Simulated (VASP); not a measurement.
# MnSb (F-43m) in VASP: further runs

The runs below take MnSb through single point, with PBEsol.

All numbers are computed with VASP 6.6.1; they aren't measurements. Logs are shortened: lines on timing, memory, paths and dates and some standing lists are left out, and cuts for length are marked.

**1. The cell of the first run**

It takes space group F-43m (No. 216, cubic). Conventional cell: a = 5.990 Å, b = 5.990 Å, c = 5.990 Å, α = 90.00°, β = 90.00°, γ = 90.00°. Mn (site symmetry -43m) has 4 Sb at 2.59 Å within 3.4 Å. Sb (site symmetry -43m) has 4 Mn at 2.59 Å within 3.4 Å.

**2. Single point, PBEsol, collinear spin, ferromagnetic start (volume scaled by 0.960)**

The input, INCAR:

```
  ALGO = Normal
  EDIFF = 1E-6
  ENCUT = 520
  GGA = PS
  ISIF = 2
  ISMEAR = 0
  ISPIN = 2
  LASPH = True
  LCHARG = False
  LMAXMIX = 4
  LORBIT = 11
  LREAL = False
  LWAVE = False
  MAGMOM = 4.13 0
  NBANDS = 20
  NELM = 150
  PREC = Accurate
  SIGMA = 0.05
```

The input, KPOINTS:

```
k-points
0
Gamma
  10 10 10
```

The input, POSCAR:

```
MnSb
1.0
    0.0000000000      2.9948098587      2.9948098587
    2.9948098587      0.0000000000      2.9948098587
    2.9948098587      2.9948098587      0.0000000000
Mn Sb
1 1
Direct
    0.0000000000      0.0000000000      0.0000000000
    0.2500000000      0.2500000000      0.2500000000
```

Potentials or basis: VASP PAW PBE potentials, release 64 (Mn_pv, Sb).

Command:

```console
$ cat potpaw_PBE.64/Mn_pv/POTCAR potpaw_PBE.64/Sb/POTCAR > POTCAR
$ mpirun -np 1 vasp_std > vasp.out
```

OUTCAR:

```text
EDIFF = 1E-6
   ENCUT = 520
   GGA = PS
   ISIF = 2
   ISMEAR = 0
   ISPIN = 2
   LASPH = True
   LORBIT = 11
   LREAL = False
   NELM = 150
   PREC = Accurate

 ion  position               nearest neighbor table
   1  0.000  0.000  0.000-   2 2.59   2 2.59   2 2.59   2 2.59
   2  0.250  0.250  0.250-   1 2.59   1 2.59   1 2.59   1 2.59

  LATTYP: Found a face centered cubic cell.
 ALAT       =     5.9896197174

  Lattice vectors:

 A1 = (   0.0000000000,   2.9948098587,   2.9948098587)
 A2 = (   2.9948098587,   0.0000000000,   2.9948098587)
 A3 = (   2.9948098587,   2.9948098587,   0.0000000000)

Analysis of symmetry for initial positions (statically):
=====================================================================
 Subroutine PRICEL returns:
 Original cell was already a primitive cell.

 Routine SETGRP: Setting up the symmetry group for a
 face centered cubic supercell.

 Subroutine GETGRP returns: Found 24 space group operations
 (whereof 24 operations were pure point group operations)
 out of a pool of 48 trial point group operations.

The static configuration has the point symmetry T_d .

Analysis of symmetry for dynamics (positions and initial velocities):
=====================================================================
 Subroutine PRICEL returns:
 Original cell was already a primitive cell.

 Routine SETGRP: Setting up the symmetry group for a
 face centered cubic supercell.

 Subroutine GETGRP returns: Found 24 space group operations
 (whereof 24 operations were pure point group operations)
 out of a pool of 48 trial point group operations.

The dynamic configuration has the point symmetry T_d .

Analysis of structural, dynamic, and magnetic symmetry:
=====================================================================
 Subroutine PRICEL returns:
 Original cell was already a primitive cell.

 Routine SETGRP: Setting up the symmetry group for a
 face centered cubic supercell.

 Subroutine GETGRP returns: Found 24 space group operations
 (whereof 24 operations were pure point group operations)
 out of a pool of 48 trial point group operations.

The overall configuration has the point symmetry T_d .

 Subroutine INISYM returns: Found 24 space group operations
 (whereof 24 operations are pure point group operations),
 and found     1 'primitive' translations

----------------------------------------------------------------------------------------

                                     Primitive cell

  volume of cell :      53.7202

  direct lattice vectors                    reciprocal lattice vectors
     0.000000000  2.994809859  2.994809859    -0.166955508  0.166955508  0.166955508
     2.994809859  0.000000000  2.994809859     0.166955508 -0.166955508  0.166955508
     2.994809859  2.994809859  0.000000000     0.166955508  0.166955508 -0.166955508

  length of vectors
     4.235300719  4.235300719  4.235300719     0.289175422  0.289175422  0.289175422

  position of ions in fractional coordinates (direct lattice)
     0.000000000  0.000000000  0.000000000
     0.250000000  0.250000000  0.250000000

  ion indices of the primitive-cell ions
   primitive index   ion index
                 1           1
                 2           2

----------------------------------------------------------------------------------------

 KPOINTS: k-points

Automatic generation of k-mesh.
 Grid dimensions read from file:
 generate k-points for:   10   10   10

 Generating k-lattice:

  Cartesian coordinates                     Fractional coordinates (reciprocal lattice)
    -0.016695551  0.016695551  0.016695551     0.100000000  0.000000000  0.000000000
     0.016695551 -0.016695551  0.016695551     0.000000000  0.100000000  0.000000000
     0.016695551  0.016695551 -0.016695551     0.000000000  0.000000000  0.100000000

  Length of vectors
     0.028917542  0.028917542  0.028917542

  Shift w.r.t. Gamma in fractional coordinates (k-lattice)
     0.000000000  0.000000000  0.000000000

 Subroutine IBZKPT returns following result:
 ===========================================

 Found     47 irreducible k-points:

 Following reciprocal coordinates:
            Coordinates               Weight
  0.000000  0.000000  0.000000      1.000000
  0.100000  0.000000  0.000000      8.000000
  0.200000  0.000000  0.000000      8.000000
  0.300000  0.000000  0.000000      8.000000
  0.400000  0.000000  0.000000      8.000000
  0.500000  0.000000  0.000000      4.000000
[... 16 lines left out ...]
  0.300000  0.300000  0.000000      6.000000
  0.400000  0.300000  0.000000     24.000000
 [... further k-points ...]
   k-points           NKPTS =     47   k-points in BZ     NKDIM =     47   number of bands    NBANDS=     20
   number of dos      NEDOS =    301   number of ions     NIONS =      2
   total plane-waves  NPLWV =  32768
   dimension x,y,z NGX =    32 NGY =   32 NGZ =   32
   dimension x,y,z NGXF=    64 NGYF=   64 NGZF=   64
   ions per type =               1   1
   NGX,Y,Z   is equivalent  to a cutoff of  12.56, 12.56, 12.56 a.u.
   NGXF,Y,Z  is equivalent  to a cutoff of  25.12, 25.12, 25.12 a.u.
 SYSTEM =  unknown system
   PREC   = accura    normal or accurate (medium, high low for compatibility)
   ISTART =      0    job   : 0-new  1-cont  2-samecut
   ICHARG =      2    charge: 1-file 2-atom 10-const
   ISPIN  =      2    spin polarized calculation?
   LNONCOLLINEAR =      F non collinear calculations
   LSORBIT =      F    spin-orbit coupling
   LASPH  =      T    aspherical Exc in radial PAW
   ENCUT  =  520.0 eV  38.22 Ry    6.18 a.u.   7.87  7.87  7.87*2*pi/ulx,y,z
   NELM   =    150;   NELMIN=  2; NELMDL= -5     # of ELM steps
   EDIFF  = 0.1E-05   stopping-criterion for ELM
   LREAL  =      F    real-space projection
   EDIFFG = 0.1E-04   stopping-criterion for IOM
   NSW    =      0    number of steps for IOM
   IBRION =     -1    ionic relax: 0-MD 1-quasi-New 2-CG
   NFREE  =      0    steps in history (QN), initial steepest desc. (CG)
   ISIF   =      2    stress and relaxation
   ISYM   =      2    0-nonsym 1-usesym 2-fastsym
   POTIM  = 0.5000    time-step for ionic-motion
   TEBEG  =    0.0;   TEEND  =   0.0 temperature during run
   PSTRESS=    0.0 pullay stress
   NELECT =      18.0000    total number of electrons
   NUPDOWN=      -1.0000    fix difference up-down
   EMIN   =  10.00;   EMAX   =-10.00  energy-range for DOS
   EFERMI =   0.00;   METHOD = LEGACY
   ISMEAR =     0;   SIGMA  =   0.05  broadening in eV -4-tet -1-fermi 0-gaus
   EFERMI_NEDOS =   21; number of points for ismear=-14 and -15
   IALGO  =     38    algorithm
   IMIX   =      4    mixing-type and parameters
     AMIX     =   0.40;   BMIX     =  1.00
     AMIX_MAG =   1.60;   BMIX_MAG =  1.00
  volume/ion in A,a.u.               =      26.86       181.26
  Fermi-wavevector in a.u.,A,eV,Ry     =   1.137068  2.148747 17.591292  1.292923
  Thomas-Fermi vector in A             =   2.273773
   LORBIT       =     11    0 simple, 1 ext, 2 COOP (PROOUT), +10 PAW based schemes
   GGA     = PS    functional components
   LHFCALC =     F    Hartree Fock is set to
   AEXX    =    0.0000 exact exchange contribution
   IVDW    =     0    specifies the selected vdW correction
   LEPSILON=     F    determine dielectric tensor
   LRPA    =     F    only Hartree local field effects (RPA)
 spin polarized calculation
 Gauss-broadening in eV      SIGMA  =   0.05
  energy-cutoff  :      520.00
  volume of cell :       53.72
 maximum number of plane-waves:      1460
   NGX = 15   NGY = 15   NGZ = 15

 number of electron      17.9999987 magnetization       3.8594781

 Free energy of the ion-electron system (eV)
  ---------------------------------------------------
  ext. energy  EPLUGINS =         0.00000000
  ---------------------------------------------------
  free energy    TOTEN  =       -13.04096095 eV

  energy without entropy =      -13.03796575  energy(sigma->0) =      -13.03946335

 E-fermi :   4.9663     XC(G=0):  -9.5383

 val. band max:        4.9610451259   @ k =   0.4000   0.4000   0.0000
 cond. band min:       4.9717164315   @ k =   0.4000   0.2000   0.1000
 fundamental gap:      0.0106713056
 Fermi energy:         4.9663378970

 spin component 1

 k-point     1 :       0.0000    0.0000    0.0000
  band No.  band energies     occupation
      1     -45.0965      1.00000
      2     -45.0965      1.00000
      3     -45.0965      1.00000
      4      -5.4581      1.00000
      5       1.4210      1.00000
      6       1.4210      1.00000
[... 12 lines left out ...]
     19      15.4695      0.00000
     20      15.4695      0.00000
[... 507 lines left out ...]
 k-point    24 :       0.4000    0.3000    0.0000
  band No.  band energies     occupation
      1     -45.0983      1.00000
      2     -45.0972      1.00000
      3     -45.0972      1.00000
      4      -4.1827      1.00000
      5       0.6429      1.00000
      6       1.7710      1.00000
[... 12 lines left out ...]
     19      18.0969      0.00000
     20      19.2851      0.00000

 [... further k-points ...]

 spin component 2

 k-point     1 :       0.0000    0.0000    0.0000
  band No.  band energies     occupation
      1     -41.2486      1.00000
      2     -41.2486      1.00000
      3     -41.2486      1.00000
      4      -5.3397      1.00000
      5       3.4280      1.00000
      6       3.4280      1.00000
[... 12 lines left out ...]
     19      15.9305      0.00000
     20      15.9305      0.00000
[... 507 lines left out ...]
 k-point    24 :       0.4000    0.3000    0.0000
  band No.  band energies     occupation
      1     -41.2511      1.00000
      2     -41.2495      1.00000
      3     -41.2495      1.00000
      4      -4.1338      1.00000
      5       1.5973      1.00000
      6       3.3291      1.00000
[... 12 lines left out ...]
     19      18.6179      0.00000
     20      19.7096      0.00000

 [... further k-points ...]

------------------------ aborting loop because EDIFF is reached ----------------------------------------

  FORCE on cell =-STRESS in cart. coord.  units (eV):
  Direction    XX          YY          ZZ          XY          YZ          ZX
  --------------------------------------------------------------------------------------
  -------------------------------------------------------------------------------------
  Total        0.5751738      0.5751738      0.5751738      0.0000000      0.0000000      0.0000000
  in kB       17.1542586     17.1542586     17.1542586      0.0000000      0.0000000      0.0000000
  external PRESSURE =      17.1542586 kB  Pullay stress =       0.0000000 kB

 VOLUME and BASIS-vectors are now :
 -----------------------------------------------------------------------------
  energy-cutoff  :      520.00
  volume of cell :       53.72
      direct lattice vectors                 reciprocal lattice vectors
     0.000000000  2.994809859  2.994809859    -0.166955508  0.166955508  0.166955508
     2.994809859  0.000000000  2.994809859     0.166955508 -0.166955508  0.166955508
     2.994809859  2.994809859  0.000000000     0.166955508  0.166955508 -0.166955508

 POSITION                                       TOTAL-FORCE (eV/Angst)
 -----------------------------------------------------------------------------------
      0.00000      0.00000      0.00000         0.000000      0.000000      0.000000
      1.49740      1.49740      1.49740        -0.000000     -0.000000     -0.000000
 -----------------------------------------------------------------------------------
    total drift:                                0.000000      0.000000      0.000000

  FREE ENERGIE OF THE ION-ELECTRON SYSTEM (eV)
  ---------------------------------------------------
  free  energy   TOTEN  =       -13.0409609548 eV

  energy  without entropy=      -13.0379657486  energy(sigma->0) =      -13.03946335

 total charge

# of ion       s       p       d       tot
------------------------------------------
    1        0.334   6.220   4.976  11.530
    2        1.143   1.369   0.030   2.543
--------------------------------------------------
tot          1.477   7.589   5.007  14.073

 magnetization (x)

# of ion       s       p       d       tot
------------------------------------------
    1        0.059   0.042   3.617   3.718
    2       -0.002  -0.162   0.016  -0.148
--------------------------------------------------
tot          0.057  -0.120   3.633   3.570
```

Wall time 42 s (1 thread of Intel Xeon 6975P-C (Granite Rapids), shared host); peak memory 0.25 GiB.

Results:

| Item | Value |
| --- | --- |
| Free energy | -13.0410 eV |
| Pressure | 1.7 GPa |
| Net moment | 3.86 μB per cell |
| Site moments | Mn +3.72; Sb -0.15 μB |
| Valence electrons inside the program's atomic spheres | Mn 11.53; Sb 2.54 |

Caveat: the PAW data sets were made with another functional, which shifts forces and pressure a little; spin-orbit coupling is left out, which moves the levels of the heavy elements; a cell with one magnetic atom can't hold antiferromagnetic order, which such compounds often take.

**3. Single point, PBEsol, collinear spin, ferromagnetic start (volume scaled by 0.980)**

The input, INCAR:

```
ALGO = Normal
EDIFF = 1E-6
ENCUT = 520
GGA = PS
ISIF = 2
ISMEAR = 0
ISPIN = 2
LASPH = T
LCHARG = T
LELF = T
LMAXMIX = 4
LORBIT = 11
LREAL = F
LVHAR = T
LWAVE = F
MAGMOM = 4.17 0
NBANDS = 20
NELM = 150
PREC = Accurate
SIGMA = 0.05
```

KPOINTS is that of step 2.

The input, POSCAR:

```
MnSb
1.0
    0.0000000000      3.0154643725      3.0154643725
    3.0154643725      0.0000000000      3.0154643725
    3.0154643725      3.0154643725      0.0000000000
Mn Sb
1 1
Direct
    0.0000000000      0.0000000000      0.0000000000
    0.2500000000      0.2500000000      0.2500000000
```

Potentials or basis: VASP PAW PBE potentials, release 64 (Mn_pv, Sb).

Command:

```console
$ cat potpaw_PBE.64/Mn_pv/POTCAR potpaw_PBE.64/Sb/POTCAR > POTCAR
$ mpirun -np 1 vasp_std > vasp.out
```

Run time: 41 s. Hardware: 1 thread of Intel Xeon 6975P-C (Granite Rapids), shared host; peak memory 0.24 GiB.

It converged, with:

* Free energy: -13.0511 eV
* Pressure: 1.0 GPa
* Band gap on the k mesh: zero (filled and empty bands overlap)
* Net moment: 3.97 μB per cell
* Site moments: Mn +3.79; Sb -0.14 μB
* Valence electrons inside the program's atomic spheres: Mn 11.50; Sb 2.54

Levels at points of the mesh, in eV from the Fermi level:
Spin up:
```
           k point  band 9  band 10  band 11  band 12  band 13  band 14
(0.00, 0.00, 0.00)   -2.82     2.64     2.64     2.64     3.61     5.40
(0.50, 0.00, 0.00)   -2.74    -2.47     1.11     1.11     3.89     6.05
(0.50, 0.50, 0.00)   -2.65    -2.31    -0.88    -0.88     3.12     3.87
```
Spin down:
| k point | band 3 | band 4 | band 5 | band 6 | band 7 | band 8 | band 9 | band 10 | band 11 | band 12 |
| --- | --- | --- | --- | --- | --- | --- | --- | --- | --- | --- |
| (0.00, 0.00, 0.00) | -46.21 | -10.20 | -1.49 | -1.49 | -1.49 | 0.74 | 0.74 | 4.05 | 4.05 | 4.05 |
| (0.50, 0.00, 0.00) | -46.21 | -9.05 | -3.93 | -1.37 | -1.37 | 0.66 | 0.77 | 0.77 | 2.51 | 2.51 |
| (0.50, 0.50, 0.00) | -46.21 | -8.64 | -3.80 | -1.40 | -1.40 | 0.00 | 0.74 | 0.94 | 1.08 | 1.08 |

Caveat: the PAW data sets were made with another functional, which shifts forces and pressure a little; spin-orbit coupling is left out, which moves the levels of the heavy elements; a cell with one magnetic atom can't hold antiferromagnetic order, which such compounds often take.

(Part 1 of 2 ends here.)
